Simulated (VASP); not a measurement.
Input of a VASP 6.6.1 run:

Contents of INCAR:

```
PREC = Accurate
ENCUT = 600
EDIFF = 1E-6
ISMEAR = 0
SIGMA = 0.1
LREAL = F
LASPH = T
NELM = 60
ALGO = Fast
ISIF = 3
LWAVE = F
LCHARG = F
GGA = PE
IBRION = 2
NSW = 100
EDIFFG = -0.01
```

The input KPOINTS:

```
regular mesh
0
Gamma
  12 12 8
```

POSCAR

```
RbW2
1.0
    4.2009365467      0.0000000000      0.0000000000
   -2.1004682733      3.6381177691      0.0000000000
    0.0000000000      0.0000000000      6.1991534578
Rb W
1 2
Direct
    0.0000000000      0.0000000000      0.0000000000
    0.3333333333      0.6666666667      0.5000000000
    0.6666666667      0.3333333333      0.5000000000
```

Potentials or basis: VASP PAW PBE potentials, release 64 (Rb_sv, W_sv).

The run is started by

```sh
$ cat potpaw_PBE.64/Rb_sv/POTCAR potpaw_PBE.64/W_sv/POTCAR > POTCAR
$ mpirun -np 1 vasp_std > vasp.out
```

Question: Estimate the space group after relaxing (to 0.1 Å).

Answer: P6/mmm (No. 191).

Question: What does it give for the relaxed volume?

Answer: 31.93 Å³/atom.

Question: What does it give for the band gap on the k mesh?

Answer: Zero (an odd number of electrons rules out a gap without spin polarisation).

Final structure:
```yaml
crystal:
  lattice:
    - [4.21249, 0.00000, 0.00000]
    - [-2.10625, 3.64813, 0.00000]
    - [0.00000, 0.00000, 6.23364]
  atoms:
    - { symbol: Rb, position: [0.00000, 0.00000, 0.00000] }
    - { symbol: W, position: [0.33333, 0.66667, 0.50000] }
    - { symbol: W, position: [0.66667, 0.33333, 0.50000] }
```

Caveat: spin-orbit coupling is left out, which moves the levels of the heavy elements.
